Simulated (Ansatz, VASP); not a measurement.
One calculation of SrCu2S2, two programs

```
Cu Sr S
1.0
     2.03782    3.52961    0.00000
    -2.03782    3.52961    0.00000
     0.00000    0.00000    6.74758
Cu Sr S
2 1 2
Cartesian
  -0.0002 2.3532 2.5404
  0.0002 4.7060 4.2072
  0.0000 0.0000 0.0000
  -0.0002 2.3532 5.0357
  0.0002 4.7060 1.7119
```

Alike in both runs: task single point; functional HSE06; k mesh 2 × 2 × 1; no spin polarisation.

```csv
,VASP,Ansatz
version,VASP 6.6.1,Ansatz 0.2.0
potentials or method,"VASP PAW PBE potentials, release 64 (Cu, Sr_sv, S), cutoff 520 eV",PAW plane waves
occupations,"methfessel-paxton of order 1, width 0.1349 eV","cold, width 0.1349 eV"
valence electrons in the cell,44,60
```

|  | VASP | Ansatz | Ansatz less VASP |
| --- | --- | --- | --- |
| gap on the k mesh at the Fermi level (eV) | 2.40 | 2.40 | -0.007 |
| pressure (GPa) | -2.8 | -2.2 | +0.65 |
| traceless stress, the component that is largest in VASP (GPa) | -4.55 | -4.59 | -0.046 |
| rms of the force components (eV/Å) | 0.180 | 0.174 | -0.0056 |

Atom by atom the forces differ by 0.006 eV/Å (rms over components). VASP's potentials hold 44 valence electrons a cell and Ansatz's 60, so a difference there can come from the potentials and not from the codes. Ansatz's warnings: stress exchange threshold loose, stress scf threshold loose, structure snapped to symmetry.

The k mesh is coarse, so the values compare programs but aren't converged.
